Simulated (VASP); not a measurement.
Crystal: BP.

```
CELL_PARAMETERS angstrom
0.00000 4.54819 -4.54819
4.54819 4.54819 0.00000
4.54819 0.00000 -4.54819
ATOMIC_POSITIONS crystal
B 0.50000 0.50000 0.00000
B 0.50000 0.00000 0.00000
B 0.00000 0.50000 0.00000
B 0.00000 0.00000 0.00000
B 0.50000 0.50000 0.50000
B 0.50000 0.00000 0.50000
B 0.00000 0.50000 0.50000
B 0.00000 0.00000 0.50000
P 0.37500 0.37500 0.37500
P 0.37500 0.87500 0.37500
P 0.87500 0.37500 0.37500
P 0.87500 0.87500 0.37500
P 0.37500 0.37500 0.87500
P 0.37500 0.87500 0.87500
P 0.87500 0.37500 0.87500
P 0.87500 0.87500 0.87500
```

Base run:

```yaml
Program: VASP 6.6.1
Functional: PBE
Potentials_or_basis: VASP PAW PBE potentials, release 64 (B, P)
Cutoff: 520 eV
k_mesh: 3 × 3 × 3
Occupations: gaussian, width 0.01 eV
Spin: no spin polarisation
```

Its results: band gap on the k mesh 1.34 eV; pressure -0.1 GPa.

Q: The run is repeated on the same cell with these changes: k mesh from 3 × 3 × 3 to 1 × 1 × 1. What comes out?

A: Band gap on the k mesh 1.16 eV; pressure 15.3 GPa.

Caveats: some runs use coarse meshes.

A k mesh can miss the band edges.
